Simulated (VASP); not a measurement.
**WS2 (d4): single point with PBE+D4**

WS2 (d4):

```xyz
6
Lattice="3.1800 0.0000 0.0000 -1.5900 2.7540 0.0000 0.0000 0.0000 12.5000" Properties=species:S:1:pos:R:3 pbc="T T T"
W     0.0000    1.8360    3.1250
W     1.5900    0.9180    9.3750
S     0.0000    1.8360    7.8125
S     1.5900    0.9180    1.5625
S     0.0000    1.8360   10.9375
S     1.5900    0.9180    4.6875
```

* Program: VASP 6.6.1
* Task: single point
* Functional: PBE
* Dispersion: D4
* Potentials or basis: VASP PAW PBE potentials, release 64 (W_sv, S)
* Cutoff: 520 eV
* k mesh: 6 × 6 × 2
* Occupations: gaussian, width 0.1 eV
* Spin: no spin polarisation

| Quantity | Value |
| --- | --- |
| Pressure | -1.4 GPa |
| Largest force | 0.136 eV/Å |
| Band gap on the k mesh | 1.06 eV, indirect (least direct gap 1.74 eV) |
| Dispersion energy per atom | -0.432 eV |

Forces in eV/Å, atoms in the order of the input:
```
W    0.000  0.000  0.000
W    0.000  0.000  0.000
S    0.000  0.000 -0.136
S    0.000  0.000 -0.136
S    0.000  0.000  0.136
S    0.000  0.000  0.136
```

Stress tensor (GPa, compression positive):
```
-1.99  0.00  0.00
 0.00 -1.99  0.00
 0.00  0.00 -0.10
```

Levels at points of the mesh, in eV from the valence-band top:
| k point | band 24 | band 25 | band 26 | band 27 | band 28 | band 29 |
| --- | --- | --- | --- | --- | --- | --- |
| (0.00, 0.00, 0.00) | -1.57 | -1.08 | 0.00 | 2.26 | 2.26 | 2.27 |
| (0.50, 0.00, 0.00) | -1.85 | -1.66 | -1.50 | 2.22 | 2.26 | 2.58 |
| (0.00, 0.00, 0.50) | -2.27 | -0.30 | -0.30 | 2.25 | 2.25 | 2.25 |
| (0.50, 0.00, 0.50) | -1.93 | -1.57 | -1.57 | 2.24 | 2.24 | 2.70 |

Wall time 58 s on 1 thread of Intel Xeon 6975P-C, on a shared host, peak memory 0.24 GiB.

Caveat: spin-orbit coupling is left out, which moves the levels of the heavy elements. PBE gaps usually lie below the measured ones, often by a third to a half.
